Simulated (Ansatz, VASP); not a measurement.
**SiC in VASP and in Ansatz**

```
Si C
1.0
     3.05930    0.00000    0.00000
    -1.52965    2.64943    0.00000
     0.00000    0.00000   15.01171
Si C
6 6
Direct
  0.33333 0.66667 0.83299
  0.66667 0.33333 0.33299
  0.66667 0.33333 0.66650
  0.33333 0.66667 0.16650
  0.00000 0.00000 0.49972
  0.00000 0.00000 0.99972
  0.00000 0.00000 0.87437
  0.00000 0.00000 0.37437
  0.33333 0.66667 0.70800
  0.66667 0.33333 0.20800
  0.66667 0.33333 0.54151
  0.33333 0.66667 0.04151
```

Alike in both runs: functional LDA; k mesh 12 × 12 × 2; occupations gaussian, width 0.02 eV; no spin polarisation.

Ansatz relaxed the structure, and its values are those at the end. VASP's run is a single point on that final structure, the one shown.

|  | VASP | Ansatz |
| --- | --- | --- |
| version | VASP 6.6.1 | Ansatz 0.2.0 |
| potentials or method | VASP PAW LDA potentials, release 64 (Si, C), cutoff 520 eV | scalar-relativistic, plane waves, PAW |
| valence electrons in the cell | 48 | 48 |

Ansatz gave:

```
gap on the k mesh at the Fermi level (eV) : 1.98
least direct gap on the mesh (eV)         : 3.08
pressure (GPa)                            : 0.0
```

Problem. Which values does VASP return?

Solution. gap on the k mesh at the Fermi level (eV): 1.97; least direct gap on the mesh (eV): 3.07; pressure (GPa): 0.4.

LDA's correlation is that of Perdew and Zunger in VASP and of Perdew and Wang (1992) in Ansatz.
